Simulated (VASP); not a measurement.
Here is a VASP 6.6.1 calculation.

The input INCAR:

```
SYSTEM = PbSe
PREC = Accurate
ENCUT = 500
EDIFF = 1E-6
ISMEAR = -1
SIGMA = 0.05
LREAL = .False.
LASPH = .True.
NELM = 120
ALGO = Normal
ISIF = 2
LWAVE = .False.
LCHARG = .False.
GGA = CA
NBANDS = 17
GGA_COMPAT = .False.
```

Contents of KPOINTS:

```
Automatic mesh
0
Gamma
  6 6 6
  0 0 0
```

The input POSCAR:

```
PbSe
1.0
    3.7843220000      0.0000000000      0.0000000000
    0.0000000000      3.7843220000      0.0000000000
    0.0000000000      0.0000000000      3.7843220000
Pb Se
1 1
Direct
    0.0000000000      0.0000000000      0.0000000000
    0.5000000000      0.5000000000      0.5000000000
```

Potentials or basis: VASP PAW LDA potentials, release 64 (Pb_d, Se).

Run with:

```sh
$ cat potpaw_LDA.64/Pb_d/POTCAR potpaw_LDA.64/Se/POTCAR > POTCAR
$ mpirun -np 1 vasp_std > vasp.out
```

Estimate the pressure.

-4.7 GPa.

Estimate the band gap on the k mesh.

zero (bands 10 and 11 overlap by 0.79 eV).

Caveat: the cell stands under tension; semilocal functionals underestimate gaps, so a narrow gap can read as zero; spin-orbit coupling is left out, which moves the levels of the heavy elements.
